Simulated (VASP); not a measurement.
# Rb (Im-3m) in VASP: a series of runs, part 3 of 4

VASP 6.6.1. Earlier steps stand in the parts before.

## 5. Single point, r2SCAN+rVV10 (88.84 Å³/atom)

This run uses another cell than the first one, of 88.84 Å³/atom.

Contents of POSCAR:

```
Rb
1.0
   -2.8108978335      2.8108978335      2.8108978335
    2.8108978335     -2.8108978335      2.8108978335
    2.8108978335      2.8108978335     -2.8108978335
Rb
1
Direct
    0.0000000000      0.0000000000      0.0000000000
```

Contents of INCAR.step1:

```
ALGO     = Normal         # electronic algorithm
EDIFF    = 1E-4           # SCF threshold, eV
ENCUT    = 520            # plane-wave cutoff, eV
GGA      = PE             # functional
ISMEAR   = 0              # smearing method
LASPH    = True           # aspherical terms in the spheres
LCHARG   = False          # write CHGCAR
LREAL    = False          # projectors in reciprocal space
LWAVE    = True           # write WAVECAR
NBANDS   = 10             # bands
NELM     = 100            # most SCF steps
PREC     = Accurate       # precision mode
SIGMA    = 0.1            # smearing width, eV
```

Contents of INCAR.step2:

```
ALGO     = Normal         # electronic algorithm
BPARAM   = 11.95        
CPARAM   = 0.0093       
EDIFF    = 1E-6           # SCF threshold, eV
ENCUT    = 520            # plane-wave cutoff, eV
ISIF     = 2              # what is computed and relaxed
ISMEAR   = 0              # smearing method
ISTART   = 1            
IVDW_NL  = 2            
LASPH    = True           # aspherical terms in the spheres
LCHARG   = False          # write CHGCAR
LMIXTAU  = True         
LREAL    = False          # projectors in reciprocal space
LUSE_VDW = True         
LWAVE    = False          # write WAVECAR
METAGGA  = R2SCAN         # meta-GGA
NBANDS   = 10             # bands
NELM     = 100            # most SCF steps
PREC     = Accurate       # precision mode
SIGMA    = 0.1            # smearing width, eV
```

Contents of KPOINTS:

```
k-points
0
Gamma
  10 10 10
```

Potentials or basis: VASP PAW PBE potentials, release 64 (Rb_sv).

On the command line:

```
cat potpaw_PBE.64/Rb_sv/POTCAR > POTCAR
cp INCAR.step1 INCAR
mpirun -np 1 vasp_std > vasp.out
cp INCAR.step2 INCAR
mpirun -np 1 vasp_std > vasp.out
```

OUTCAR:

```text
BPARAM = 11.95
   EDIFF = 1E-6
   ENCUT = 520
   ISIF = 2
   ISMEAR = 0
   ISTART = 1
   IVDW_NL = 2
   LASPH = True
   LREAL = False
   METAGGA = R2SCAN
   NELM = 100
   PREC = Accurate

 ion  position               nearest neighbor table
   1  0.000  0.000  0.000-

  LATTYP: Found a body centered cubic cell.
 ALAT       =     5.6217956670

  Lattice vectors:

 A1 = (  -2.8108978335,   2.8108978335,   2.8108978335)
 A2 = (   2.8108978335,  -2.8108978335,   2.8108978335)
 A3 = (   2.8108978335,   2.8108978335,  -2.8108978335)

Analysis of symmetry for initial positions (statically):
=====================================================================
 Subroutine PRICEL returns:
 Original cell was already a primitive cell.

 Routine SETGRP: Setting up the symmetry group for a
 body centered cubic supercell.

 Subroutine GETGRP returns: Found 48 space group operations
 (whereof 48 operations were pure point group operations)
 out of a pool of 48 trial point group operations.

The static configuration has the point symmetry O_h .

Analysis of symmetry for dynamics (positions and initial velocities):
=====================================================================
 Subroutine PRICEL returns:
 Original cell was already a primitive cell.

 Routine SETGRP: Setting up the symmetry group for a
 body centered cubic supercell.

 Subroutine GETGRP returns: Found 48 space group operations
 (whereof 48 operations were pure point group operations)
 out of a pool of 48 trial point group operations.

The dynamic configuration has the point symmetry O_h .

 Subroutine INISYM returns: Found 48 space group operations
 (whereof 48 operations are pure point group operations),
 and found     1 'primitive' translations

----------------------------------------------------------------------------------------

                                     Primitive cell

  volume of cell :      88.8373

  direct lattice vectors                    reciprocal lattice vectors
    -2.810897833  2.810897833  2.810897833     0.000000000  0.177879108  0.177879108
     2.810897833 -2.810897833  2.810897833     0.177879108  0.000000000  0.177879108
     2.810897833  2.810897833 -2.810897833     0.177879108  0.177879108  0.000000000

  length of vectors
     4.868617863  4.868617863  4.868617863     0.251559047  0.251559047  0.251559047

  position of ions in fractional coordinates (direct lattice)
     0.000000000  0.000000000  0.000000000

  ion indices of the primitive-cell ions
   primitive index   ion index
                 1           1

----------------------------------------------------------------------------------------

 KPOINTS: k-points

Automatic generation of k-mesh.
 Grid dimensions read from file:
 generate k-points for:   10   10   10

 Generating k-lattice:

  Cartesian coordinates                     Fractional coordinates (reciprocal lattice)
     0.000000000  0.017787911  0.017787911     0.100000000  0.000000000  0.000000000
     0.017787911  0.000000000  0.017787911     0.000000000  0.100000000  0.000000000
     0.017787911  0.017787911  0.000000000     0.000000000  0.000000000  0.100000000

  Length of vectors
     0.025155905  0.025155905  0.025155905

  Shift w.r.t. Gamma in fractional coordinates (k-lattice)
     0.000000000  0.000000000  0.000000000

 Subroutine IBZKPT returns following result:
 ===========================================

 Found     47 irreducible k-points:

 Following reciprocal coordinates:
            Coordinates               Weight
  0.000000  0.000000  0.000000      1.000000
  0.100000  0.000000  0.000000     12.000000
  0.200000  0.000000  0.000000     12.000000
  0.300000  0.000000  0.000000     12.000000
  0.400000  0.000000  0.000000     12.000000
  0.500000  0.000000  0.000000      6.000000
[... 16 lines left out ...]
  0.300000  0.300000  0.100000      8.000000
 -0.300000  0.300000  0.100000     24.000000
 [... further k-points ...]
   k-points           NKPTS =     47   k-points in BZ     NKDIM =     47   number of bands    NBANDS=     10
   number of dos      NEDOS =    301   number of ions     NIONS =      1
   total plane-waves  NPLWV =  46656
   dimension x,y,z NGX =    36 NGY =   36 NGZ =   36
   dimension x,y,z NGXF=    72 NGYF=   72 NGZF=   72
   ions per type =               1
   NGX,Y,Z   is equivalent  to a cutoff of  12.29, 12.29, 12.29 a.u.
   NGXF,Y,Z  is equivalent  to a cutoff of  24.59, 24.59, 24.59 a.u.
 SYSTEM =  unknown system
   PREC   = accura    normal or accurate (medium, high low for compatibility)
   ISTART =      1    job   : 0-new  1-cont  2-samecut
   ICHARG =      0    charge: 1-file 2-atom 10-const
   ISPIN  =      1    spin polarized calculation?
   LNONCOLLINEAR =      F non collinear calculations
   LSORBIT =      F    spin-orbit coupling
   LASPH  =      T    aspherical Exc in radial PAW
   ENCUT  =  520.0 eV  38.22 Ry    6.18 a.u.   9.05  9.05  9.05*2*pi/ulx,y,z
   NELM   =    100;   NELMIN=  2; NELMDL=  0     # of ELM steps
   EDIFF  = 0.1E-05   stopping-criterion for ELM
   LREAL  =      F    real-space projection
   EDIFFG = 0.1E-04   stopping-criterion for IOM
   NSW    =      0    number of steps for IOM
   IBRION =     -1    ionic relax: 0-MD 1-quasi-New 2-CG
   NFREE  =      0    steps in history (QN), initial steepest desc. (CG)
   ISIF   =      2    stress and relaxation
   ISYM   =      2    0-nonsym 1-usesym 2-fastsym
   POTIM  = 0.5000    time-step for ionic-motion
   TEBEG  =    0.0;   TEEND  =   0.0 temperature during run
   PSTRESS=    0.0 pullay stress
   NELECT =       9.0000    total number of electrons
   NUPDOWN=      -1.0000    fix difference up-down
   EMIN   =  10.00;   EMAX   =-10.00  energy-range for DOS
   EFERMI =   0.00;   METHOD = LEGACY
   ISMEAR =     0;   SIGMA  =   0.10  broadening in eV -4-tet -1-fermi 0-gaus
   EFERMI_NEDOS =   21; number of points for ismear=-14 and -15
   IALGO  =     38    algorithm
   IMIX   =      4    mixing-type and parameters
     AMIX     =   0.40;   BMIX     =  1.00
     AMIX_MAG =   1.60;   BMIX_MAG =  1.00
  volume/ion in A,a.u.               =      88.84       599.50
  Fermi-wavevector in a.u.,A,eV,Ry     =   0.763175  1.442191  7.924517  0.582436
  Thomas-Fermi vector in A             =   1.862798
   LORBIT       =      0    0 simple, 1 ext, 2 COOP (PROOUT), +10 PAW based schemes
   METAGGA = R2SCAN    functional components
   LHFCALC =     F    Hartree Fock is set to
   AEXX    =    0.0000 exact exchange contribution
   IVDW_NL    =     2    kernel type
   BPARAM     =11.9500
   IVDW    =     0    specifies the selected vdW correction
   LEPSILON=     F    determine dielectric tensor
   LRPA    =     F    only Hartree local field effects (RPA)
 non-spin polarized calculation
 Gauss-broadening in eV      SIGMA  =   0.10
  energy-cutoff  :      520.00
  volume of cell :       88.84
 maximum number of plane-waves:      2454
   NGX = 19   NGY = 19   NGZ = 19

 number of electron       9.0000000 magnetization

 Free energy of the ion-electron system (eV)
  ---------------------------------------------------
  ext. energy  EPLUGINS =         0.00000000
  ---------------------------------------------------
  free energy    TOTEN  =       -13.62298768 eV

  energy without entropy =      -13.61732840  energy(sigma->0) =      -13.62015804

 E-fermi :   0.1032     XC(G=0):  -5.8085

 val. band max:        0.0996992359   @ k =   0.3000   0.2000   0.0000
 cond. band min:       0.1802832870   @ k =  -0.4000   0.4000   0.2000
 fundamental gap:      0.0805840511
 Fermi energy:         0.1031743222

 k-point     1 :       0.0000    0.0000    0.0000
  band No.  band energies     occupation
      1     -29.9149      2.00000
      2     -13.4033      2.00000
      3     -13.4033      2.00000
      4     -13.4033      2.00000
      5      -2.0266      2.00000
      6       4.2469      0.00000
      7       4.2469      0.00000
      8       4.2469      0.00000
      9       5.2419      0.00000
     10       5.2419      0.00000
[... 287 lines left out ...]
 k-point    24 :      -0.3000    0.3000    0.1000
  band No.  band energies     occupation
      1     -29.9111      2.00000
      2     -13.4728      2.00000
      3     -13.4296      2.00000
      4     -13.4114      2.00000
      5      -0.8335      2.00000
      6       2.3940      0.00000
      7       3.3388      0.00000
      8       4.2622      0.00000
      9       5.2606      0.00000
     10       5.7528      0.00000

 [... further k-points ...]

------------------------ aborting loop because EDIFF is reached ----------------------------------------

  FORCE on cell =-STRESS in cart. coord.  units (eV):
  Direction    XX          YY          ZZ          XY          YZ          ZX
  --------------------------------------------------------------------------------------
  -------------------------------------------------------------------------------------
  Total        0.0611383      0.0611383      0.0611383      0.0000000     -0.0000000      0.0000000
  in kB        1.1026268      1.1026268      1.1026268      0.0000000     -0.0000000      0.0000000
  external PRESSURE =       1.1026268 kB  Pullay stress =       0.0000000 kB

 VOLUME and BASIS-vectors are now :
 -----------------------------------------------------------------------------
  energy-cutoff  :      520.00
  volume of cell :       88.84
      direct lattice vectors                 reciprocal lattice vectors
    -2.810897833  2.810897833  2.810897833     0.000000000  0.177879108  0.177879108
     2.810897833 -2.810897833  2.810897833     0.177879108  0.000000000  0.177879108
     2.810897833  2.810897833 -2.810897833     0.177879108  0.177879108  0.000000000

 POSITION                                       TOTAL-FORCE (eV/Angst)
 -----------------------------------------------------------------------------------
      0.00000      0.00000      0.00000         0.000000     -0.000000      0.000000
 -----------------------------------------------------------------------------------
    total drift:                               -0.000000      0.000000      0.000000

  FREE ENERGIE OF THE ION-ELECTRON SYSTEM (eV)
  ---------------------------------------------------
  free  energy   TOTEN  =       -13.6229876816 eV

  energy  without entropy=      -13.6173283956  energy(sigma->0) =      -13.62015804
```

Run time: 5.8 min. Hardware: 1 thread of Intel Xeon 8259CL, shared host; peak memory 0.41 GiB.

What came out:

```
Free energy            : -13.6230 eV
Pressure               : 0.1 GPa
Band gap on the k mesh : zero (an odd number of electrons rules out a gap without spin polarisation)
```

Levels at points of the mesh, in eV from the Fermi level:
```tsv
k point	band 2	band 3	band 4	band 5	band 6	band 7	band 8	band 9
(0.00, 0.00, 0.00)	-13.51	-13.51	-13.51	-2.13	4.14	4.14	4.14	5.14
(0.50, 0.00, 0.00)	-13.61	-13.54	-13.51	0.34	0.73	2.88	4.85	5.57
(0.50, 0.50, 0.50)	-13.58	-13.58	-13.58	1.29	1.29	3.58	3.58	3.58
```

Caveat: the PAW data sets were made with another functional, which shifts forces and pressure a little.

[end of part 3 of 4]

The gap in the log of VASP goes by the Fermi energy; the results here count the filled bands.